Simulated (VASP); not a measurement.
# TaGe3Ru (P4/mmm) in VASP: further runs

The runs below take TaGe3Ru through single point, with PBE.

Program: VASP 6.6.1. These are calculated values, not measurements. Logs are shortened: lines on timing, memory, paths and dates and some standing lists are left out, and cuts for length are marked.

## Step 1: The cell of the first run

Symmetry: P4/mmm, No. 123, tetragonal system. Conventional cell: a = 3.483 Å, b = 3.483 Å, c = 7.679 Å, α = 90.00°, β = 90.00°, γ = 90.00°. Within 3.3 Å of Ta (site symmetry 4/mmm) lie 4 Ge at 2.46 Å. Within 3.6 Å of Ge (site symmetry 4mm) lie 6 Ge at 2.56 to 3.48 Å and 4 Ru at 2.78 Å and 4 Ta at 3.55 Å. Within 3.3 Å of Ge (site symmetry 4/mmm) lie 4 Ta at 2.46 Å and 2 Ge at 2.56 Å. Ru (site symmetry 4/mmm) has 8 Ge at 2.78 Å and 4 Ru at 3.48 Å and 2 Ta at 3.84 Å within 3.9 Å.

The cell was generated, and may not be a known phase.

## Step 2: Single point, PBE, collinear spin, ferromagnetic start

INCAR reads:

```
SYSTEM = TaGe3Ru
ALGO = Normal
EDIFF = 1E-6
ENCUT = 500
GGA = PE
GGA_COMPAT = .FALSE.
ISIF = 2
ISMEAR = 0
ISPIN = 2
KPAR = 4
LASPH = .TRUE.
LCHARG = .FALSE.
LMAXMIX = 4
LORBIT = 11
LREAL = .FALSE.
LWAVE = .FALSE.
MAGMOM = 0 0 0 0 0.44
NBANDS = 46
NELM = 200
PREC = Accurate
SIGMA = 0.1
```

KPOINTS reads:

```
k-points
0
G
  12 12 6
  0 0 0
```

POSCAR reads:

```
TaGe3Ru
1.0
    3.4825877243      0.0000000000      0.0000000000
    0.0000000000      3.4825877243      0.0000000000
    0.0000000000      0.0000000000      7.6786387121
Ta Ge Ru
1 3 1
Direct
    0.5000000000      0.5000000000      0.5000000000
    0.0000000000      0.0000000000      0.8331345073
    0.0000000000      0.0000000000      0.1668654927
    0.0000000000      0.0000000000      0.5000000000
    0.5000000000      0.5000000000      0.0000000000
```

Potentials or basis: VASP PAW PBE potentials, release 64 (Ta_pv, Ge_d, Ru_pv).

On the command line:

```bash
$ cat potpaw_PBE.64/Ta_pv/POTCAR potpaw_PBE.64/Ge_d/POTCAR potpaw_PBE.64/Ru_pv/POTCAR > POTCAR
$ mpirun -np 4 vasp_std > vasp.out
```

OUTCAR:

```text
SYSTEM = TaGe3Ru
   EDIFF = 1E-6
   ENCUT = 500
   GGA = PE
   ISIF = 2
   ISMEAR = 0
   ISPIN = 2
   LASPH = .TRUE.
   LORBIT = 11
   LREAL = .FALSE.
   NELM = 200
   PREC = Accurate

 ion  position               nearest neighbor table
   1  0.500  0.500  0.500-   4 2.46   4 2.46   4 2.46   4 2.46
   2  0.000  0.000  0.833-   4 2.56   3 2.56   5 2.78   5 2.78   5 2.78   5 2.78
   3  0.000  0.000  0.167-   4 2.56   2 2.56   5 2.78   5 2.78   5 2.78   5 2.78
   4  0.000  0.000  0.500-   1 2.46   1 2.46   1 2.46   1 2.46   3 2.56   2 2.56
   5  0.500  0.500  0.000-   2 2.78   3 2.78   2 2.78   3 2.78   2 2.78   3 2.78   2 2.78   3 2.78

  LATTYP: Found a simple tetragonal cell.
 ALAT       =     3.4825877243
 C/A-ratio  =     2.2048658411

  Lattice vectors:

 A1 = (   3.4825877243,   0.0000000000,   0.0000000000)
 A2 = (   0.0000000000,   3.4825877243,   0.0000000000)
 A3 = (   0.0000000000,   0.0000000000,   7.6786387121)

Analysis of symmetry for initial positions (statically):
=====================================================================
 Subroutine PRICEL returns:
 Original cell was already a primitive cell.

 Routine SETGRP: Setting up the symmetry group for a
 simple tetragonal supercell.

 Subroutine GETGRP returns: Found 16 space group operations
 (whereof 16 operations were pure point group operations)
 out of a pool of 16 trial point group operations.

The static configuration has the point symmetry D_4h.

Analysis of symmetry for dynamics (positions and initial velocities):
=====================================================================
 Subroutine PRICEL returns:
 Original cell was already a primitive cell.

 Routine SETGRP: Setting up the symmetry group for a
 simple tetragonal supercell.

 Subroutine GETGRP returns: Found 16 space group operations
 (whereof 16 operations were pure point group operations)
 out of a pool of 16 trial point group operations.

The dynamic configuration has the point symmetry D_4h.

Analysis of structural, dynamic, and magnetic symmetry:
=====================================================================
 Subroutine PRICEL returns:
 Original cell was already a primitive cell.

 Routine SETGRP: Setting up the symmetry group for a
 simple tetragonal supercell.

 Subroutine GETGRP returns: Found 16 space group operations
 (whereof 16 operations were pure point group operations)
 out of a pool of 16 trial point group operations.

The overall configuration has the point symmetry D_4h.

 Subroutine INISYM returns: Found 16 space group operations
 (whereof 16 operations are pure point group operations),
 and found     1 'primitive' translations

----------------------------------------------------------------------------------------

                                     Primitive cell

  volume of cell :      93.1297

  direct lattice vectors                    reciprocal lattice vectors
     3.482587724  0.000000000  0.000000000     0.287142803  0.000000000  0.000000000
     0.000000000  3.482587724  0.000000000     0.000000000  0.287142803  0.000000000
     0.000000000  0.000000000  7.678638712     0.000000000  0.000000000  0.130231417

  length of vectors
     3.482587724  3.482587724  7.678638712     0.287142803  0.287142803  0.130231417

  position of ions in fractional coordinates (direct lattice)
     0.500000000  0.500000000  0.500000000
     0.000000000  0.000000000  0.833134507
     0.000000000  0.000000000  0.166865493
     0.000000000  0.000000000  0.500000000
     0.500000000  0.500000000  0.000000000

  ion indices of the primitive-cell ions
   primitive index   ion index
                 1           1
                 2           2
                 3           3
                 4           4
                 5           5

----------------------------------------------------------------------------------------

 KPOINTS: k-points

Automatic generation of k-mesh.
 Grid dimensions read from file:
 generate k-points for:   12   12    6

 Generating k-lattice:

  Cartesian coordinates                     Fractional coordinates (reciprocal lattice)
     0.023928567  0.000000000  0.000000000     0.083333333  0.000000000  0.000000000
     0.000000000  0.023928567  0.000000000     0.000000000  0.083333333  0.000000000
     0.000000000  0.000000000  0.021705236     0.000000000  0.000000000  0.166666667

  Length of vectors
     0.023928567  0.023928567  0.021705236

  Shift w.r.t. Gamma in fractional coordinates (k-lattice)
     0.000000000  0.000000000  0.000000000

 Subroutine IBZKPT returns following result:
 ===========================================

 Found    112 irreducible k-points:

 Following reciprocal coordinates:
            Coordinates               Weight
  0.000000  0.000000  0.000000      1.000000
  0.083333  0.000000  0.000000      4.000000
  0.166667  0.000000  0.000000      4.000000
  0.250000  0.000000  0.000000      4.000000
  0.333333  0.000000  0.000000      4.000000
  0.416667  0.000000  0.000000      4.000000
[... 16 lines left out ...]
  0.333333  0.333333  0.000000      4.000000
  0.416667  0.333333  0.000000      8.000000
 [... further k-points ...]
   k-points           NKPTS =    112   k-points in BZ     NKDIM =    112   number of bands    NBANDS=     46
   number of dos      NEDOS =    301   number of ions     NIONS =      5
   total plane-waves  NPLWV =  43904
   dimension x,y,z NGX =    28 NGY =   28 NGZ =   56
   dimension x,y,z NGXF=    56 NGYF=   56 NGZF=  112
   ions per type =               1   3   1
   NGX,Y,Z   is equivalent  to a cutoff of  13.37, 13.37, 12.12 a.u.
   NGXF,Y,Z  is equivalent  to a cutoff of  26.73, 26.73, 24.25 a.u.
 SYSTEM =  TaGe3Ru
   PREC   = accura    normal or accurate (medium, high low for compatibility)
   ISTART =      0    job   : 0-new  1-cont  2-samecut
   ICHARG =      2    charge: 1-file 2-atom 10-const
   ISPIN  =      2    spin polarized calculation?
   LNONCOLLINEAR =      F non collinear calculations
   LSORBIT =      F    spin-orbit coupling
   LASPH  =      T    aspherical Exc in radial PAW
   ENCUT  =  500.0 eV  36.75 Ry    6.06 a.u.   6.35  6.35 14.00*2*pi/ulx,y,z
   NELM   =    200;   NELMIN=  2; NELMDL= -5     # of ELM steps
   EDIFF  = 0.1E-05   stopping-criterion for ELM
   LREAL  =      F    real-space projection
   EDIFFG = 0.1E-04   stopping-criterion for IOM
   NSW    =      0    number of steps for IOM
   IBRION =     -1    ionic relax: 0-MD 1-quasi-New 2-CG
   NFREE  =      0    steps in history (QN), initial steepest desc. (CG)
   ISIF   =      2    stress and relaxation
   ISYM   =      2    0-nonsym 1-usesym 2-fastsym
   POTIM  = 0.5000    time-step for ionic-motion
   TEBEG  =    0.0;   TEEND  =   0.0 temperature during run
   PSTRESS=    0.0 pullay stress
   NELECT =      67.0000    total number of electrons
   NUPDOWN=      -1.0000    fix difference up-down
   EMIN   =  10.00;   EMAX   =-10.00  energy-range for DOS
   EFERMI =   0.00;   METHOD = LEGACY
   ISMEAR =     0;   SIGMA  =   0.10  broadening in eV -4-tet -1-fermi 0-gaus
   EFERMI_NEDOS =   21; number of points for ismear=-14 and -15
   IALGO  =     38    algorithm
   IMIX   =      4    mixing-type and parameters
     AMIX     =   0.40;   BMIX     =  1.00
     AMIX_MAG =   1.60;   BMIX_MAG =  1.00
  volume/ion in A,a.u.               =      18.63       125.69
  Fermi-wavevector in a.u.,A,eV,Ry     =   1.466911  2.772059 29.277379  2.151827
  Thomas-Fermi vector in A             =   2.582591
   LORBIT       =     11    0 simple, 1 ext, 2 COOP (PROOUT), +10 PAW based schemes
   GGA     = PE    functional components
   LHFCALC =     F    Hartree Fock is set to
   AEXX    =    0.0000 exact exchange contribution
   IVDW    =     0    specifies the selected vdW correction
   LEPSILON=     F    determine dielectric tensor
   LRPA    =     F    only Hartree local field effects (RPA)
 spin polarized calculation
 Gauss-broadening in eV      SIGMA  =   0.10
  energy-cutoff  :      500.00
  volume of cell :       93.13
 maximum number of plane-waves:      2387
 NGX is ok and might be reduce to    28
   NGX = 13   NGY = 13   NGZ = 27

 number of electron      66.9999977 magnetization       0.0027980

 number of electron      66.9999977 magnetization      -0.0003971

 Free energy of the ion-electron system (eV)
  ---------------------------------------------------
  ext. energy  EPLUGINS =         0.00000000
  ---------------------------------------------------
  free energy    TOTEN  =       -31.68617688 eV

  energy without entropy =      -31.66163047  energy(sigma->0) =      -31.67390367

 E-fermi :   6.8446     XC(G=0): -11.6266

 val. band max:        6.8423694941   @ k =   0.5000   0.0833   0.0000
 cond. band min:       6.8469677072   @ k =   0.5000   0.2500   0.1667
 fundamental gap:      0.0045982131
 Fermi energy:         6.8445787188

 spin component 1

 k-point     1 :       0.0000    0.0000    0.0000
  band No.  band energies     occupation
      1     -35.4459      1.00000
      2     -35.4459      1.00000
      3     -35.2560      1.00000
      4     -28.3205      1.00000
      5     -28.1730      1.00000
      6     -28.1730      1.00000
[... 37 lines left out ...]
     44      12.4732      0.00000
     45      14.0007      0.00000

 k-point     2 :       0.0833    0.0000    0.0000
  band No.  band energies     occupation
      1     -35.4484      1.00000
      2     -35.4457      1.00000
      3     -35.2558      1.00000
      4     -28.3198      1.00000
      5     -28.1836      1.00000
      6     -28.1735      1.00000
[... 37 lines left out ...]
     44      13.2939      0.00000
     45      14.6193      0.00000

 k-point     3 :       0.1667    0.0000    0.0000
  band No.  band energies     occupation
      1     -35.4552      1.00000
      2     -35.4451      1.00000
      3     -35.2551      1.00000
      4     -28.3179      1.00000
      5     -28.2126      1.00000
      6     -28.1749      1.00000
[... 997 lines left out ...]
     44      13.2558      0.00000
     45      14.7615      0.00000

 k-point    24 :       0.4167    0.3333    0.0000
  band No.  band energies     occupation
      1     -35.4775      1.00000
      2     -35.4700      1.00000
      3     -35.2503      1.00000
      4     -28.3018      1.00000
      5     -28.2946      1.00000
      6     -28.2660      1.00000
[... 37 lines left out ...]
     44      12.7390      0.00000
     45      13.5557      0.00000

 [... further k-points ...]

 spin component 2

 k-point     1 :       0.0000    0.0000    0.0000
  band No.  band energies     occupation
      1     -35.4463      1.00000
      2     -35.4463      1.00000
      3     -35.2564      1.00000
      4     -28.3206      1.00000
      5     -28.1731      1.00000
      6     -28.1731      1.00000
[... 37 lines left out ...]
     44      12.4734      0.00000
     45      14.0010      0.00000

 k-point     2 :       0.0833    0.0000    0.0000
  band No.  band energies     occupation
      1     -35.4488      1.00000
      2     -35.4460      1.00000
      3     -35.2561      1.00000
      4     -28.3199      1.00000
      5     -28.1838      1.00000
      6     -28.1736      1.00000
[... 37 lines left out ...]
     44      13.2940      0.00000
     45      14.6193      0.00000

 k-point     3 :       0.1667    0.0000    0.0000
  band No.  band energies     occupation
      1     -35.4556      1.00000
      2     -35.4454      1.00000
      3     -35.2555      1.00000
      4     -28.3181      1.00000
      5     -28.2127      1.00000
      6     -28.1750      1.00000
[... 997 lines left out ...]
     44      13.2560      0.00000
     45      14.7615      0.00000

 k-point    24 :       0.4167    0.3333    0.0000
  band No.  band energies     occupation
      1     -35.4778      1.00000
      2     -35.4704      1.00000
      3     -35.2507      1.00000
      4     -28.3019      1.00000
      5     -28.2947      1.00000
      6     -28.2661      1.00000
[... 37 lines left out ...]
     44      12.7391      0.00000
     45      13.5557      0.00000

 [... further k-points ...]

 [bands above 45 left out]

------------------------ aborting loop because EDIFF is reached ----------------------------------------

  FORCE on cell =-STRESS in cart. coord.  units (eV):
  Direction    XX          YY          ZZ          XY          YZ          ZX
  --------------------------------------------------------------------------------------
  -------------------------------------------------------------------------------------
  Total       -0.0948709     -0.0948709     -0.1360721      0.0000000     -0.0000000      0.0000000
  in kB       -1.6321316     -1.6321316     -2.3409455      0.0000000     -0.0000000      0.0000000
  external PRESSURE =      -1.8684029 kB  Pullay stress =       0.0000000 kB

 VOLUME and BASIS-vectors are now :
 -----------------------------------------------------------------------------
  energy-cutoff  :      500.00
  volume of cell :       93.13
      direct lattice vectors                 reciprocal lattice vectors
     3.482587724  0.000000000  0.000000000     0.287142803  0.000000000  0.000000000
     0.000000000  3.482587724  0.000000000     0.000000000  0.287142803  0.000000000
     0.000000000  0.000000000  7.678638712     0.000000000  0.000000000  0.130231417

 POSITION                                       TOTAL-FORCE (eV/Angst)
 -----------------------------------------------------------------------------------
      1.74129      1.74129      3.83932         0.000000      0.000000      0.000000
      0.00000      0.00000      6.39734        -0.000000      0.000000     -0.009474
      0.00000      0.00000      1.28130         0.000000      0.000000      0.009474
      0.00000      0.00000      3.83932         0.000000      0.000000      0.000000
      1.74129      1.74129      0.00000         0.000000      0.000000      0.000000
 -----------------------------------------------------------------------------------
    total drift:                               -0.000000      0.000000      0.000000

  FREE ENERGIE OF THE ION-ELECTRON SYSTEM (eV)
  ---------------------------------------------------
  free  energy   TOTEN  =       -31.6861768762 eV

  energy  without entropy=      -31.6616304681  energy(sigma->0) =      -31.67390367

 total charge

# of ion       s       p       d       tot
------------------------------------------
    1        0.295   6.137   2.427   8.859
    2        1.199   0.989  10.044  12.233
    3        1.199   0.989  10.044  12.233
    4        1.173   1.505  10.107  12.785
    5        0.246   6.132   6.067  12.445
--------------------------------------------------
tot          4.112  15.753  38.689  58.555

 magnetization (x)

# of ion       s       p       d       tot
------------------------------------------
    1        0.000   0.000   0.000   0.000
    2       -0.000  -0.000   0.000  -0.000
    3       -0.000  -0.000   0.000  -0.000
    4       -0.000  -0.000   0.000  -0.000
    5       -0.000   0.000  -0.001  -0.001
--------------------------------------------------
tot         -0.000  -0.000  -0.001  -0.001
```

Wall time 4.2 min (4 MPI ranks of Intel Xeon Platinum 8259CL at 2.50GHz (Skylake/Cascade Lake), shared host); peak memory 0.72 GiB.

What came out:

| Quantity | Value |
| --- | --- |
| Free energy | -31.6862 eV |
| Pressure | -0.2 GPa |
| Largest force | 0.009 eV/Å |
| Net moment | 0.00 μB per cell |
| Valence electrons inside the program's atomic spheres | Ta 8.86; Ge 12.23, 12.79 (each value once); Ru 12.45 |

Forces in eV/Å, atoms in the order of the input:
```
Ta   0.000  0.000  0.000
Ge   0.000  0.000 -0.009
Ge   0.000  0.000  0.009
Ge   0.000  0.000  0.000
Ru   0.000  0.000  0.000
```

Levels at points of the mesh, in eV from the Fermi level:
Spin up:
| k point | band 31 | band 32 | band 33 | band 34 | band 35 | band 36 |
| --- | --- | --- | --- | --- | --- | --- |
| (0.00, 0.00, 0.00) | -1.01 | 0.36 | 0.45 | 0.45 | 0.69 | 0.73 |
| (0.50, 0.00, 0.00) | -1.98 | -0.96 | -0.01 | 0.02 | 0.55 | 1.16 |
| (0.50, 0.50, 0.00) | -1.50 | -0.97 | -0.94 | -0.94 | -0.07 | 0.70 |
| (0.00, 0.00, 0.50) | -0.89 | 0.14 | 0.14 | 0.22 | 0.69 | 1.26 |
| (0.50, 0.00, 0.50) | -1.81 | -0.94 | -0.02 | -0.01 | 1.11 | 1.44 |
| (0.50, 0.50, 0.50) | -2.00 | -1.10 | -0.41 | -0.41 | -0.23 | -0.07 |
Spin down:
```csv
k point,band 31,band 32,band 33,band 34,band 35,band 36
"(0.00, 0.00, 0.00)",-1.01,0.36,0.45,0.45,0.69,0.73
"(0.50, 0.00, 0.00)",-1.98,-0.96,-0.01,0.02,0.55,1.16
"(0.50, 0.50, 0.00)",-1.50,-0.97,-0.94,-0.94,-0.07,0.70
"(0.00, 0.00, 0.50)",-0.89,0.14,0.14,0.22,0.69,1.26
"(0.50, 0.00, 0.50)",-1.81,-0.94,-0.02,-0.01,1.11,1.44
"(0.50, 0.50, 0.50)",-2.00,-1.10,-0.41,-0.41,-0.23,-0.07
```

Caveat: spin-orbit coupling is left out, which moves the levels of the heavy elements.

## Step 3: Single point, PBE

INCAR reads:

```
SYSTEM = TaGe3Ru
PREC = Accurate
ENCUT = 520
EDIFF = 1E-6
ISMEAR = 0
SIGMA = 0.1
LREAL = .FALSE.
LASPH = .TRUE.
NELM = 60
ALGO = Normal
ISIF = 2
LWAVE = .FALSE.
LCHARG = .FALSE.
GGA = PE
NBANDS = 42
```

KPOINTS reads:

```
regular mesh
0
G
  6 6 2
  0 0 0
```

POSCAR reads:

```
TaGe3Ru
1.0
    3.4723929213      0.0000000000      0.0000000000
    0.0000000000      3.4723929213      0.0000000000
    0.0000000000      0.0000000000      7.7191885930
Ta Ge Ru
1 3 1
Direct
    0.5000000000      0.5000000000      0.5000000000
    0.0000000000      0.0000000000      0.8333779727
    0.0000000000      0.0000000000      0.1666220273
    0.0000000000      0.0000000000      0.5000000000
    0.5000000000      0.5000000000      0.0000000000
```

Potentials or basis: VASP PAW PBE potentials, release 64 (Ta_pv, Ge_d, Ru_pv).

On the command line:

```bash
$ cat potpaw_PBE.64/Ta_pv/POTCAR potpaw_PBE.64/Ge_d/POTCAR potpaw_PBE.64/Ru_pv/POTCAR > POTCAR
$ mpirun -np 1 vasp_std > vasp.out
```

Wall time 2.7 min (1 thread of Intel Xeon 8259CL, shared host); peak memory 0.25 GiB.

The run converged. Its results:

- Free energy: -31.6746 eV
- Pressure: 0.3 GPa
- Largest force: 0.004 eV/Å
- Band gap on the k mesh: zero (an odd number of electrons rules out a gap without spin polarisation)

Forces on the atoms (eV/Å):
```
Ta   0.000  0.000  0.000
Ge   0.000  0.000  0.004
Ge   0.000  0.000 -0.004
Ge   0.000  0.000  0.000
Ru   0.000  0.000  0.000
```

Stress tensor (GPa, compression positive):
```
0.21 0.00 0.00
0.00 0.21 0.00
0.00 0.00 0.32
```

Levels at points of the mesh, in eV from the Fermi level:
```tsv
k point	band 32	band 33	band 34	band 35	band 36	band 37
(0.00, 0.00, 0.00)	0.29	0.50	0.50	0.67	0.72	0.72
(0.50, 0.00, 0.00)	-1.00	-0.06	-0.02	0.52	1.15	1.28
(0.50, 0.50, 0.00)	-1.01	-0.99	-0.99	-0.08	0.68	0.78
(0.00, 0.00, 0.50)	0.16	0.17	0.17	0.67	1.27	1.27
(0.50, 0.00, 0.50)	-0.98	-0.07	-0.02	1.10	1.40	1.88
(0.50, 0.50, 0.50)	-1.13	-0.46	-0.46	-0.22	-0.08	1.59
```

Caveat: the k points lie up to 0.41 Å⁻¹ apart, too coarse for converged energies and pressures of a metal; spin-orbit coupling is left out, which moves the levels of the heavy elements; an odd number of electrons without spin polarisation forces a metal; a magnetic or distorted state may lie lower.
